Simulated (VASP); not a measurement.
# HW4S8 (a cell with a defect) in VASP: further runs

HW4S8 (a cell with a defect) is run at these levels: PBE; tasks: single point.

All numbers are computed with VASP 6.6.1; they aren't measurements. Logs are shortened: lines on timing, memory, paths and dates and some standing lists are left out, and cuts for length are marked.

### Step 1. The cell of the first run

The cell holds a defect, 13 atoms: a = 6.375 Å, b = 6.375 Å, c = 8.332 Å, α = 67.50°, β = 67.50°, γ = 60.00°.

### Step 2. Single point, PBE

INCAR reads:

```
  PREC = Accurate
  ENCUT = 520
  EDIFF = 1E-6
  ISMEAR = 0
  SIGMA = 0.02
  LREAL = False
  LASPH = True
  NELM = 60
  ALGO = Normal
  ISIF = 2
  LWAVE = False
  LCHARG = True
  GGA = PE
  LELF = True
  LVHAR = True
  NELECT = 106.0
  NBANDS = 64
```

KPOINTS reads:

```
Automatic mesh
0
Gamma
  3 3 3
```

POSCAR reads:

```
HW4S8
1.0
    3.1877473260     -5.5213403304      0.0000000000
   -3.1877473260     -5.5213403304      0.0000000000
    0.0000000000     -3.6808935536     -7.4744493696
W S H
4 8 1
Direct
    0.5006435852      0.4954032075      1.0072463706
    0.0040341160      0.4959338307      0.9953055579
    0.4973814510      0.0027061086      0.9923395869
    0.0048132815      0.0021753686      0.9936107174
    0.9049977104      0.9018468961      0.7856578739
    0.3939204603      0.9388353555      0.7673809422
    0.9093587012      0.4035086965      0.7827325748
    0.4078415989      0.4087475678      0.7863360509
    0.7646079781      0.7621212690      0.2044121145
    0.2626641150      0.7658576984      0.2075134800
    0.7697762329      0.2583203886      0.2087538390
    0.2636349494      0.2594614693      0.2078575856
    0.2789354110      0.2365622282      0.6401505667
```

Potentials or basis: VASP PAW PBE potentials, release 64 (W_sv, S, H).

Launch:

```sh
> cat potpaw_PBE.64/W_sv/POTCAR potpaw_PBE.64/S/POTCAR potpaw_PBE.64/H/POTCAR > POTCAR
> mpirun -np 1 vasp_std > vasp.out
```

OUTCAR:

```text
PREC = Accurate
   ENCUT = 520
   EDIFF = 1E-6
   ISMEAR = 0
   LREAL = False
   LASPH = True
   NELM = 60
   ISIF = 2
   GGA = PE
   NELECT = 106.0

 ion  position               nearest neighbor table
   1  0.501  0.495  0.007-  10 2.39  11 2.39  12 2.40   8 2.45   7 2.49   6 2.69   2 3.17   3 3.18
                             4 3.18   4 3.20   3 3.20   2 3.20
   2  0.004  0.496  0.995-   7 2.41   8 2.42  12 2.42  11 2.42   9 2.43   5 2.43   3 3.15   4 3.15
                             1 3.17   1 3.20   4 3.22   3 3.23
   3  0.497  0.003  0.992-   8 2.42  10 2.42   5 2.43  12 2.43   6 2.43   9 2.45   4 3.14   2 3.15
                             1 3.18   1 3.20   2 3.23   4 3.24
   4  0.005  0.002  0.994-   7 2.41  10 2.42  11 2.42   6 2.42   5 2.43   9 2.45   3 3.14   2 3.15
                             1 3.18   1 3.20   2 3.22   3 3.24
   5  0.905  0.902  0.786-   3 2.43   2 2.43   4 2.43
   6  0.394  0.939  0.767-  13 1.71   4 2.42   3 2.43   1 2.69
   7  0.909  0.404  0.783-   2 2.41   4 2.41   1 2.49
   8  0.408  0.409  0.786-   3 2.42   2 2.42   1 2.45
   9  0.765  0.762  0.204-   2 2.43   3 2.45   4 2.45
  10  0.263  0.766  0.208-   1 2.39   4 2.42   3 2.42
  11  0.770  0.258  0.209-   1 2.39   2 2.42   4 2.42
  12  0.264  0.259  0.208-   1 2.40   2 2.42   3 2.43
  13  0.279  0.237  0.640-   6 1.71

  LATTYP: Found a trigonal (rhomboedric) cell.
 ALAT       =     8.3316487403
 COS(alpha) =     0.7072237310

  Lattice vectors:

 A1 = (  -3.1877473260,   1.8404467768,  -7.4744493696)
 A2 = (   3.1877473260,   1.8404467768,  -7.4744493696)
 A3 = (   0.0000000000,  -3.6808935536,  -7.4744493696)

Analysis of symmetry for initial positions (statically):
=====================================================================
 Subroutine PRICEL returns:
 Original cell was already a primitive cell.

 Routine SETGRP: Setting up the symmetry group for a
 trigonal (rhombohedral) supercell.

 Subroutine GETGRP returns: Found  1 space group operations
 (whereof  1 operations were pure point group operations)
 out of a pool of 12 trial point group operations.

The static configuration has the point symmetry C_1 .

Analysis of symmetry for dynamics (positions and initial velocities):
=====================================================================
 Subroutine PRICEL returns:
 Original cell was already a primitive cell.

[... 129 lines left out ...]
   NELECT =     106.0000    total number of electrons
   NUPDOWN=      -1.0000    fix difference up-down
   EMIN   =  10.00;   EMAX   =-10.00  energy-range for DOS
   EFERMI =   0.00;   METHOD = LEGACY
   ISMEAR =     0;   SIGMA  =   0.02  broadening in eV -4-tet -1-fermi 0-gaus
   EFERMI_NEDOS =   21; number of points for ismear=-14 and -15
   IALGO  =     38    algorithm
   IMIX   =      4    mixing-type and parameters
     AMIX     =   0.40;   BMIX     =  1.00
     AMIX_MAG =   1.60;   BMIX_MAG =  1.00
  volume/ion in A,a.u.               =      20.24       136.58
  Fermi-wavevector in a.u.,A,eV,Ry     =   1.209106  2.284878 19.890853  1.461936
  Thomas-Fermi vector in A             =   2.344693
   LORBIT       =      0    0 simple, 1 ext, 2 COOP (PROOUT), +10 PAW based schemes
   GGA     = PE    functional components
   LHFCALC =     F    Hartree Fock is set to
   AEXX    =    0.0000 exact exchange contribution
   IVDW    =     0    specifies the selected vdW correction
   LEPSILON=     F    determine dielectric tensor
   LRPA    =     F    only Hartree local field effects (RPA)
 non-spin polarized calculation
 Gauss-broadening in eV      SIGMA  =   0.02
  energy-cutoff  :      520.00
  volume of cell :      263.11
 maximum number of plane-waves:      7114
   NGX = 23   NGY = 23   NGZ = 31

 number of electron     105.9999999 magnetization

 Free energy of the ion-electron system (eV)
  ---------------------------------------------------
  ext. energy  EPLUGINS =         0.00000000
  ---------------------------------------------------
  free energy    TOTEN  =       -90.23048121 eV

  energy without entropy =      -90.23048121  energy(sigma->0) =      -90.23048121

 E-fermi :   6.3274     XC(G=0):  -9.6626

 val. band max:        6.2459678429   @ k =   0.0000   0.0000   0.0000
 cond. band min:       6.4113619564   @ k =  -0.3333   0.3333  -0.3333
 fundamental gap:      0.1653941135
 Fermi energy:         6.3273919085

 k-point     1 :       0.0000    0.0000    0.0000
  band No.  band energies     occupation
      1     -69.3625      2.00000
      2     -69.3293      2.00000
      3     -69.3008      2.00000
      4     -68.8817      2.00000
      5     -33.7849      2.00000
      6     -33.6881      2.00000
[... 927 lines left out ...]
     63       8.1447      0.00000
     64       8.2303      0.00000

------------------------ aborting loop because EDIFF is reached ----------------------------------------

  FORCE on cell =-STRESS in cart. coord.  units (eV):
  Direction    XX          YY          ZZ          XY          YZ          ZX
  --------------------------------------------------------------------------------------
  -------------------------------------------------------------------------------------
  Total        9.2144588      9.0408417      9.6828662      0.1031491     -0.0230280      0.2800065
  in kB       56.1103279     55.0531080     58.9626380      0.6281138     -0.1402259      1.7050659
  external PRESSURE =      56.7086913 kB  Pullay stress =       0.0000000 kB

 VOLUME and BASIS-vectors are now :
 -----------------------------------------------------------------------------
  energy-cutoff  :      520.00
  volume of cell :      263.11
      direct lattice vectors                 reciprocal lattice vectors
     3.187747326 -5.521340330  0.000000000     0.156850575 -0.090557722  0.044596373
    -3.187747326 -5.521340330  0.000000000    -0.156850575 -0.090557722  0.044596373
     0.000000000 -3.680893554 -7.474449370     0.000000000  0.000000000 -0.133789120

 POSITION                                       TOTAL-FORCE (eV/Angst)
 -----------------------------------------------------------------------------------
      0.01671     -5.52619     -0.05416         0.050565      0.006437     -0.039594
     -1.56805     -6.42411     -7.43936        -0.012684     -0.013405     -0.039923
      1.57690     -6.41385     -7.41719        -0.010863      0.032300      0.061202
      0.00841     -3.69596     -7.42669         0.004918     -0.013834      0.023948
      0.01004    -12.86813     -5.87236         0.010479     -0.000628      0.015214
     -1.73705    -10.18325     -5.73575        -0.347019     -0.146384      0.320971
      1.61252    -10.12994     -5.85050        -0.298659      0.102760     -0.208201
     -0.00289     -7.40309     -5.87743        -0.049463     -0.040621     -0.019432
      0.00793     -9.18201     -1.52787         0.002996     -0.004513      0.000051
     -1.60405     -6.44265     -1.55105         0.017525      0.005438      0.020074
      1.63039     -6.44487     -1.56032         0.033304     -0.005060     -0.027314
      0.01330     -3.65330     -1.55362         0.023876      0.025612     -0.010980
      0.13508     -5.20256     -4.78477         0.575024      0.051898     -0.096015
 -----------------------------------------------------------------------------------
    total drift:                                0.000109      0.000159      0.000010

  FREE ENERGIE OF THE ION-ELECTRON SYSTEM (eV)
  ---------------------------------------------------
  free  energy   TOTEN  =       -90.2304812113 eV

  energy  without entropy=      -90.2304812112  energy(sigma->0) =      -90.23048121
```

OSZICAR:

```text
N       E                     dE             d eps       ncg     rms          rms(c)
DAV:   1     0.111371454913E+04    0.11137E+04   -0.55147E+04  1976   0.161E+03
DAV:   2    -0.895143828969E+01   -0.11227E+04   -0.10924E+04  2120   0.440E+02
DAV:   3    -0.925009900423E+02   -0.83550E+02   -0.82169E+02  2176   0.113E+02
DAV:   4    -0.956174990553E+02   -0.31165E+01   -0.30976E+01  2296   0.215E+01
DAV:   5    -0.957095941180E+02   -0.92095E-01   -0.91977E-01  2288   0.390E+00    0.517E+01
DAV:   6    -0.910499945530E+02    0.46596E+01   -0.26327E+01  2304   0.213E+01    0.235E+01
DAV:   7    -0.905490452867E+02    0.50095E+00   -0.81464E+00  2040   0.103E+01    0.102E+01
DAV:   8    -0.902665257705E+02    0.28252E+00   -0.15642E+00  2224   0.734E+00    0.321E+00
DAV:   9    -0.902305440210E+02    0.35982E-01   -0.36928E-01  2312   0.239E+00    0.147E+00
DAV:  10    -0.902295798550E+02    0.96417E-03   -0.45752E-02  2192   0.940E-01    0.791E-01
DAV:  11    -0.902296250355E+02   -0.45180E-04   -0.16048E-02  2320   0.579E-01    0.203E-01
DAV:  12    -0.902300360337E+02   -0.41100E-03   -0.15456E-03  2232   0.217E-01    0.124E-01
DAV:  13    -0.902302636708E+02   -0.22764E-03   -0.57192E-04  2176   0.140E-01    0.726E-02
DAV:  14    -0.902304184557E+02   -0.15478E-03   -0.25212E-04  2024   0.944E-02    0.270E-02
DAV:  15    -0.902304664694E+02   -0.48014E-04   -0.61446E-05  2304   0.404E-02    0.146E-02
DAV:  16    -0.902304776677E+02   -0.11198E-04   -0.90648E-06  1872   0.134E-02    0.953E-03
DAV:  17    -0.902304808902E+02   -0.32225E-05   -0.41023E-06  1760   0.900E-03    0.343E-03
DAV:  18    -0.902304812113E+02   -0.32108E-06   -0.66517E-07  1376   0.460E-03
   1 F= -.90230481E+02 E0= -.90230481E+02  d E =-.463212E-10
```

Run time: 4 min. Hardware: 1 thread of Intel Xeon 6975P-C (Granite Rapids), shared host; peak memory 0.46 GiB.

Results:

```yaml
Free_energy: -90.2305 eV
Largest_force: 0.585 eV/Å
```

Forces in eV/Å, atoms in the order of the input:
```
W    0.051  0.006 -0.040
W   -0.013 -0.013 -0.040
W   -0.011  0.032  0.061
W    0.005 -0.014  0.024
S    0.010 -0.001  0.015
S   -0.347 -0.146  0.321
S   -0.299  0.103 -0.208
S   -0.049 -0.041 -0.019
S    0.003 -0.005  0.000
S    0.018  0.005  0.020
S    0.033 -0.005 -0.027
S    0.024  0.026 -0.011
H    0.575  0.052 -0.096
```

Levels at points of the mesh, in eV from the Fermi level:
```
           k point  band 51  band 52  band 53  band 54  band 55  band 56
(0.00, 0.00, 0.00)    -2.47    -2.16    -0.08     0.99     1.11     1.15
```

Caveat: the cell carries a net charge on a neutralising background, which shifts energy and pressure; the cell is charged against a uniform background, so pressure and absolute levels hang on convention; spin-orbit coupling is left out, which moves the levels of the heavy elements.

[end of part 1 of 2]
